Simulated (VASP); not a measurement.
TiSi (NiAs type): single point with PBEsol

TiSi (NiAs type):

```
Ti Si
1.0
     2.57983    0.00000    0.00000
    -1.28992    2.23420    0.00000
     0.00000    0.00000    7.94492
Ti Si
2 2
Direct
  0.00000 0.00000 0.00000
  0.00000 0.00000 0.50000
  0.33333 0.66667 0.25000
  0.66667 0.33333 0.75000
```

```yaml
Program: VASP 6.6.1
Task: single point
Functional: PBEsol
Potentials_or_basis: VASP PAW PBE potentials, release 64 (Ti_sv, Si)
Cutoff: 520 eV
k_mesh: 11 × 11 × 6
Occupations: fermi-dirac, width 0.08 eV
Spin: no spin polarisation
Dipole_correction: no
Further_INCAR_settings: ALGO = Normal; EDIFF = 1e-06; NBANDS = 24
```

```
Pressure               : 55.7 GPa
Band gap on the k mesh : zero (band 16 reaches 14.35 eV, above the bottom of band 17 at 12.10 eV)
```

Stress tensor (GPa, compression positive):
```
55.62  0.00  0.00
 0.00 55.62  0.00
 0.00  0.00 55.88
```

Levels at points of the mesh, in eV from the Fermi level:
```csv
k point,band 12,band 13,band 14,band 15,band 16,band 17,band 18,band 19,band 20,band 21
"(0.00, 0.00, 0.00)",-2.96,-2.93,-0.92,1.43,1.43,1.49,1.49,3.37,3.37,3.70
"(0.00, 0.00, 0.50)",-5.39,-1.39,-1.39,1.46,1.46,1.46,1.46,3.53,3.53,3.53
```

It took 98 s on 1 thread of Intel(R) Xeon(R) Platinum 8259CL CPU @ 2.50GHz (Skylake/Cascade Lake), with other jobs on the host, peak memory 0.2 GiB.

Caveat: the PAW data sets were made with another functional, which shifts forces and pressure a little.
